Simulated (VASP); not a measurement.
SiO2: elastic constants with LDA

The system is SiO2.

```
CELL_PARAMETERS angstrom
4.15517 0.00000 0.00000
0.00000 4.15517 0.00000
0.00000 0.00000 2.66154
ATOMIC_POSITIONS crystal
Si 0.00000 0.00000 0.00000
Si 0.50000 0.50000 0.50000
O 0.30557 0.30557 0.00000
O 0.19443 0.80557 0.50000
O 0.69443 0.69443 0.00000
O 0.80557 0.19443 0.50000
```

```
Program                   : VASP 6.6.1
Task                      : elastic constants
Functional                : LDA
Potentials or basis       : VASP PAW LDA potentials, release 64 (Si, O)
Cutoff                    : 600 eV
k mesh                    : 6 × 6 × 8
Occupations               : methfessel-paxton, width 0.1 eV
Spin                      : no spin polarisation
Dipole correction         : no
Ions in elastic constants : relaxed
Further INCAR settings    : ALGO = Normal; EDIFF = 1e-08; NBANDS = 25; IBRION = 6; POTIM = 0.015; NSW = 1; ISIF = 3
```

```json
{
 "Voigt bulk modulus": "320 GPa",
 "Highest phonon frequency at Γ, LO-TO splitting left out": "949 cm⁻¹"
}
```

Phonon frequencies in cm⁻¹ (negative: imaginary):
```csv
q point,frequencies
"(0.000, 0.000, 0.000)",0 0 0 218 387 469 469 589 589 590 590 592 666 757 765 826 826 949
```

Elastic tensor in Voigt notation (GPa, in the Cartesian axes of the cell as first typed):
```
453 225 192   0   0   0
225 453 192   0   0   0
192 192 754   0   0   0
  0   0   0 256   0   0
  0   0   0   0 256   0
  0   0   0   0   0 327
```

Clamped-ion elastic tensor (GPa):
```
546 200 198   0   0   0
200 546 198   0   0   0
198 198 754   0   0   0
  0   0   0 263   0   0
  0   0   0   0 263   0
  0   0   0   0   0 328
```

It took 32 min on 1 thread of Intel Xeon 8259CL, on a shared host, peak memory 0.38 GiB.
